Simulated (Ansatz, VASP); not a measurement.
**One calculation of CuO, two programs**

Contents of INCAR:

```
PREC     = Accurate       # precision mode
ENCUT    = 600            # plane-wave cutoff, eV
EDIFF    = 1E-6           # SCF threshold, eV
ISMEAR   = -1             # smearing method
SIGMA    = 0.05           # smearing width, eV
LREAL    = False          # projectors in reciprocal space
LASPH    = True           # aspherical terms in the spheres
NELM     = 60             # most SCF steps
ALGO     = Normal         # electronic algorithm
ISIF     = 3              # what is computed and relaxed
LWAVE    = False          # write WAVECAR
LCHARG   = False          # write CHGCAR
GGA      = PE             # functional
IBRION   = 2              # ionic algorithm
NSW      = 60             # ionic steps
EDIFFG   = -0.01          # ionic threshold
```

File KPOINTS:

```
Automatic mesh
0
Gamma
  9 9 5
```

The input POSCAR:

```
CuO
1.0
    1.9909680000     -2.1535500000      0.0000000000
    1.9909680000      2.1535500000      0.0000000000
    0.0000000000      0.0000000000      5.1559280000
Cu O
2 2
Direct
    0.5000000000      0.0000000000      0.0000000000
    0.0000000000      0.5000000000      0.5000000000
    0.5000000000      0.5000000000      0.2500000000
    0.5000000000      0.5000000000      0.7500000000
```

File input.yaml:

```yaml
crystal:
  lattice:
    - [1.990968, -2.15355, 0.0]
    - [1.990968, 2.15355, 0.0]
    - [0.0, 0.0, 5.155928]
  atoms:
    - { symbol: Cu, position: [0.5, 0.0, 0.0] }
    - { symbol: Cu, position: [0.0, 0.5, 0.5] }
    - { symbol: O, position: [0.5, 0.5, 0.25] }
    - { symbol: O, position: [0.5, 0.5, 0.75] }
hamiltonian:
  xc: pbe
  pseudopotentials: { kind: paw }
kpoints:
  mp_grid: { grid: [9, 9, 5] }
scf:
  occupations: { method: fermi_dirac, width: 0.05 }
output:
  forces: true
  stress: true
  eigenvalues: true
  write_density: true
  write_potential: true
  elf: true
  volumetric_format: npy
relax:
  f_tol: 0.01
  max_steps: 40
  cell: { stress_tol: 0.05 }
```

Alike in both runs: task relaxation of cell and atoms; functional PBE; k mesh 9 × 9 × 5; occupations fermi-dirac, width 0.05 eV; no spin polarisation.

```csv
,VASP,Ansatz
version,VASP 6.6.1,Ansatz 0.2.0
potentials or method,"VASP PAW PBE potentials, release 64 (Cu, O)",Ansatz PAW
plane-wave cutoff (eV),600,420
valence electrons in the cell,34,50
```

|  | VASP | Ansatz | Ansatz less VASP |
| --- | --- | --- | --- |
| gap on the k mesh at the Fermi level, each at its own relaxed structure (eV) | none | none | - |
| relaxed volume (Å³/atom) | 11.25 | 11.20 | -0.050 |
| relaxed cell length with the largest relative difference (Å) | 2.955 | 2.950 | -0.0048 |

A gap of «none» marks a metal or a gap that the smearing closes. VASP's potentials hold 34 valence electrons a cell and Ansatz's 50, so a difference there can come from the potentials and not from the codes.

Noted on Ansatz's run: the plane-wave basis is chosen anew once the cell has moved, so the energies of steps on either side of that aren't comparable.
